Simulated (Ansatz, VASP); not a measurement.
# BePd in VASP and in Ansatz

The input INCAR:

```
PREC = Accurate
ENCUT = 520
EDIFF = 1E-7
ISMEAR = -1
SIGMA = 0.08
LREAL = False
LASPH = True
NELM = 80
ALGO = Normal
ISIF = 2
LWAVE = False
LCHARG = True
LELF = True
LVHAR = True
NBANDS = 13
```

File KPOINTS:

```
Automatic mesh
0
Gamma
  12 12 12
```

File POSCAR:

```
BePd
1.0
    2.7749818260      0.0000000000      0.0000000000
    0.0000000000      2.7749818260      0.0000000000
    0.0000000000      0.0000000000      2.7749818260
Be Pd
1 1
Direct
    0.0000000000      0.0000000000      0.0000000000
    0.5000000000      0.5000000000      0.5000000000
```

Input for Ansatz:

```yaml
crystal:
  lattice:
    - [2.774981826, 0.0, 0.0]
    - [0.0, 2.774981826, 0.0]
    - [0.0, 0.0, 2.774981826]
  atoms:
    - { symbol: Be, position: [0.0, 0.0, 0.0] }
    - { symbol: Pd, position: [0.5, 0.5, 0.5] }
kpoints:
  mp_grid: { grid: [12, 12, 12] }
  band_path:
    path:
      - [0.0, 0.0, 0.0]
      - [0.0, 0.5, 0.0]
      - [0.5, 0.5, 0.0]
      - [0.0, 0.0, 0.0]
      - [0.5, 0.5, 0.5]
      - [0.0, 0.5, 0.0]
      - [0.5, 0.5, 0.5]
      - [0.5, 0.5, 0.0]
    npoints: 5
scf:
  occupations: { method: fermi_dirac, width: 0.08 }
hamiltonian:
  xc: lda
  pseudopotentials: { kind: all_electron, lapw: { basis_error: 0.001 } }
output:
  forces: true
  stress: true
  eigenvalues: true
```

Change from the starting cell: volume scaled by 0.96.

Alike in both runs: task single point; functional LDA; k mesh 12 × 12 × 12; occupations fermi-dirac, width 0.08 eV; no spin polarisation.

|  | VASP | Ansatz |
| --- | --- | --- |
| version | VASP 6.6.1 | Ansatz 0.2.0 |
| potentials or method | VASP PAW LDA potentials, release 64 (Be, Pd), cutoff 520 eV | all-electron LAPW, scalar-relativistic |

|  | VASP | Ansatz | Ansatz less VASP |
| --- | --- | --- | --- |
| pressure (GPa) | 0.3 | -0.5 | -0.72 |

LDA's correlation is that of Perdew and Zunger in VASP and of Perdew and Wang (1992) in Ansatz. Ansatz ran all-electron here, and VASP with PAW potentials.
